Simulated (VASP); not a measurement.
# SnO2 (P4_2/mnm) in VASP: a series of runs, part 2 of 2

VASP 6.6.1. The steps go on from the part before.

### Step 4. Single point, PBE

Input file INCAR:

```
SYSTEM = SnO2
PREC = Accurate ; ENCUT = 520
EDIFF = 1E-6 ; ISMEAR = -1
SIGMA = 0.003 ; LREAL = .False.
LASPH = .True. ; NELM = 60
ALGO = Normal ; ISIF = 2
LWAVE = .False. ; LCHARG = .False.
GGA = PE ; NBANDS = 35
```

Input file KPOINTS:

```
regular mesh
0
Gamma
  5 5 7
  0 0 0
```

Input file POSCAR:

```
SnO2
1.0
    4.7373500000      0.0000000000      0.0000000000
    0.0000000000      4.7373500000      0.0000000000
    0.0000000000      0.0000000000      3.1864000000
Sn O
2 4
Direct
    0.0000000000      0.0000000000      0.0000000000
    0.5000000000      0.5000000000      0.5000000000
    0.3056200000      0.3056200000      0.0000000000
    0.1943800000      0.8056200000      0.5000000000
    0.6943800000      0.6943800000      0.0000000000
    0.8056200000      0.1943800000      0.5000000000
```

Potentials or basis: VASP PAW PBE potentials, release 64 (Sn_d, O).

The run is started by

```
$ cat potpaw_PBE.64/Sn_d/POTCAR potpaw_PBE.64/O/POTCAR > POTCAR
$ mpirun -np 1 vasp_std > vasp.out
```

OUTCAR:

```text
SYSTEM = SnO2
   PREC = Accurate
   ENCUT = 520
   EDIFF = 1E-6
   ISMEAR = -1
   LREAL = .False.
   LASPH = .True.
   NELM = 60
   ISIF = 2
   GGA = PE

 ion  position               nearest neighbor table
   1  0.000  0.000  0.000-   3 2.05   5 2.05   4 2.06   6 2.06   4 2.06   6 2.06   2 3.71   2 3.71
                             2 3.71   2 3.71   2 3.71   2 3.71   2 3.71   2 3.71
   2  0.500  0.500  0.500-   4 2.05   6 2.05   5 2.06   3 2.06   3 2.06   5 2.06   1 3.71   1 3.71
                             1 3.71   1 3.71   1 3.71   1 3.71   1 3.71   1 3.71
   3  0.306  0.306  0.000-   1 2.05   2 2.06   2 2.06
[... 1122 lines left out ...]
  Total        4.7554763      4.7554763      5.9270238     -0.0000000      0.0000000      0.0000000
  in kB      106.5450712    106.5450712    132.7932543     -0.0000000      0.0000000      0.0000000
  external PRESSURE =     115.2944656 kB  Pullay stress =       0.0000000 kB

 VOLUME and BASIS-vectors are now :
 -----------------------------------------------------------------------------
  energy-cutoff  :      520.00
  volume of cell :       71.51
      direct lattice vectors                 reciprocal lattice vectors
     4.737350000  0.000000000  0.000000000     0.211088478  0.000000000  0.000000000
     0.000000000  4.737350000  0.000000000     0.000000000  0.211088478  0.000000000
     0.000000000  0.000000000  3.186400000     0.000000000  0.000000000  0.313833794

 POSITION                                       TOTAL-FORCE (eV/Angst)
 -----------------------------------------------------------------------------------
      0.00000      0.00000      0.00000         0.000000      0.000000      0.000000
      2.36868      2.36868      1.59320         0.000000      0.000000      0.000000
      1.44783      1.44783      0.00000        -0.036675     -0.036675      0.000000
      0.92085      3.81650      1.59320         0.036675     -0.036675      0.000000
      3.28952      3.28952      0.00000         0.036675      0.036675     -0.000000
      3.81650      0.92085      1.59320        -0.036675      0.036675     -0.000000
 -----------------------------------------------------------------------------------
    total drift:                                0.000000      0.000000      0.000000

  FREE ENERGIE OF THE ION-ELECTRON SYSTEM (eV)
  ---------------------------------------------------
  free  energy   TOTEN  =       -37.1645535994 eV

  energy  without entropy=      -37.1645535994  energy(sigma->0) =      -37.16455360
```

It took 41 s on 1 thread of Intel Xeon Platinum 8488C (Sapphire Rapids), shared host; peak memory 0.19 GiB.

What came out:

* Free energy: -37.1646 eV
* Pressure: 11.5 GPa
* Largest force: 0.052 eV/Å
* Band gap on the k mesh: 1.24 eV, direct

Forces on the atoms (eV/Å):
```
Sn   0.000  0.000  0.000
Sn   0.000  0.000  0.000
O   -0.037 -0.037  0.000
O    0.037 -0.037  0.000
O    0.037  0.037  0.000
O   -0.037  0.037  0.000
```

Stress tensor (GPa, compression positive):
```
10.65  0.00  0.00
 0.00 10.65  0.00
 0.00  0.00 13.28
```

Levels at points of the mesh, in eV from the valence-band top:
```csv
k point,band 22,band 23,band 24,band 25,band 26,band 27,band 28,band 29,band 30,band 31
"(0.00, 0.00, 0.00)",-1.24,-1.24,-0.79,-0.79,0.00,1.24,6.20,6.33,6.33,10.44
```

Caveat: spin-orbit coupling is left out, which moves the levels of the heavy elements.

### Step 5. Single point, PBE

Input file INCAR:

```
ALGO = Normal ; EDIFF = 1E-6
ENCUT = 520 ; GGA = PE
ISIF = 2 ; ISMEAR = -1
LASPH = True ; LCHARG = False
LREAL = False ; LWAVE = False
NBANDS = 35 ; NELM = 60
PREC = Accurate ; SIGMA = 0.001
```

Input file KPOINTS:

```
k-points
0
Gamma
  5 5 7
```

POSCAR is that of step 4.

The run is started by

```
$ cat potpaw_PBE.64/Sn_d/POTCAR potpaw_PBE.64/O/POTCAR > POTCAR
$ mpirun -np 1 vasp_std > vasp.out
```

Run time: 33 s. Hardware: 1 thread of Intel Xeon Platinum 8488C (Sapphire Rapids), shared host; peak memory 0.19 GiB.

The run converged. Its results:

```
Free energy            : -37.1646 eV
Pressure               : 11.5 GPa
Largest force          : 0.052 eV/Å
Band gap on the k mesh : 1.24 eV, direct
```

Forces in eV/Å, atoms in the order of the input:
```
Sn   0.000  0.000  0.000
Sn   0.000  0.000  0.000
O   -0.037 -0.037  0.000
O    0.037 -0.037  0.000
O    0.037  0.037  0.000
O   -0.037  0.037  0.000
```

Stress tensor (GPa, compression positive):
```
10.65  0.00  0.00
 0.00 10.65  0.00
 0.00  0.00 13.28
```

Levels at points of the mesh, in eV from the valence-band top:
```
           k point  band 24  band 25  band 26  band 27  band 28  band 29
(0.00, 0.00, 0.00)    -0.79    -0.79     0.00     1.24     6.20     6.33
```

Caveat: spin-orbit coupling is left out, which moves the levels of the heavy elements.

### Step 6. Overview

| smearing | gap on the mesh (eV) | pressure (GPa) | largest force (eV/Å) |
| --- | --- | --- | --- |
| fermi-dirac 0.01 eV | 1.24 | 11.5 | 0.05 |
| fermi-dirac 0.0005 eV | 1.24 | 11.5 | 0.05 |
| fermi-dirac 0.003 eV | 1.24 | 11.5 | 0.05 |
| fermi-dirac 0.001 eV | 1.24 | 11.5 | 0.05 |

Alike in all rows: task single point; level PBE; potentials or basis VASP PAW PBE potentials, release 64 (Sn_d, O); no spin polarisation; cell as given; k mesh 5 × 5 × 7; cutoff (eV) 520.

On the cell as given the gap runs from 1.24 eV (PBE) to 1.24 eV (PBE).

Caveats: spin-orbit coupling is left out, which moves the levels of the heavy elements.

Absolute energies hang on the potentials; compare differences alone.
